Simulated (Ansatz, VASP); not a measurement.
# Ta in VASP and in Ansatz

The input INCAR:

```
SYSTEM = Ta
ALGO = Normal
EDIFF = 1E-7
ENCUT = 520
GGA = PS
ISIF = 2
ISMEAR = -1
LASPH = .TRUE.
LCHARG = .FALSE.
LREAL = .FALSE.
LWAVE = .FALSE.
NBANDS = 12
NELM = 80
PREC = Accurate
SIGMA = 0.08
```

The input KPOINTS:

```
k-points
0
G
  17 17 17
  0 0 0
```

POSCAR

```
Ta
1.0
   -1.6017416000      1.6017416000      1.6512800000
    1.6017416000     -1.6017416000      1.6512800000
    1.6017416000      1.6017416000     -1.6512800000
Ta
1
Direct
    0.0000000000      0.0000000000      0.0000000000
```

Input for Ansatz:

```yaml
crystal:
  lattice:
    - [-1.6017416, 1.6017416, 1.65128]
    - [1.6017416, -1.6017416, 1.65128]
    - [1.6017416, 1.6017416, -1.65128]
  atoms:
    - { symbol: Ta, position: [0.0, 0.0, 0.0] }
kpoints:
  mp_grid: { grid: [17, 17, 17] }
  band_path:
    path:
      - [0.0, 0.0, 0.0]
      - [0.0, 0.0, 0.5]
      - [0.25, 0.25, 0.25]
      - [0.0, 0.5, 0.0]
      - [0.0, 0.0, 0.0]
      - [0.5, 0.5, -0.5]
      - [0.485225, 0.514775, -0.485225]
      - [-0.485225, 0.485225, 0.485225]
      - [0.0, 0.0, 0.0]
    npoints: 5
scf:
  occupations: { method: fermi_dirac, width: 0.08 }
hamiltonian:
  xc: pbesol
  pseudopotentials: { kind: all_electron, lapw: { basis_error: 0.0005 } }
output:
  forces: true
  stress: true
  eigenvalues: true
```

Change from the starting cell: equal xx and yy strain of -3 %.

Alike in both runs: task single point; functional PBEsol; k mesh 17 × 17 × 17; occupations fermi-dirac, width 0.08 eV; no spin polarisation.

|  | VASP | Ansatz |
| --- | --- | --- |
| version | VASP 6.6.1 | Ansatz 0.2.0 |
| potentials or method | VASP PAW PBE potentials, release 64 (Ta_pv), cutoff 520 eV | all-electron LAPW, scalar-relativistic |

VASP gave:

| Quantity | Value |
| --- | --- |
| pressure (GPa) | 9.9 |
| traceless stress, the component that is largest in VASP (GPa) | -2.70 |

Estimate Ansatz's values.

pressure (GPa): 9.4; traceless stress, the component that is largest in VASP (GPa): -2.70.

VASP's potentials were made for PBE, not for PBEsol. Ansatz ran all-electron here, and VASP with PAW potentials.

Neither program's run includes spin-orbit coupling.
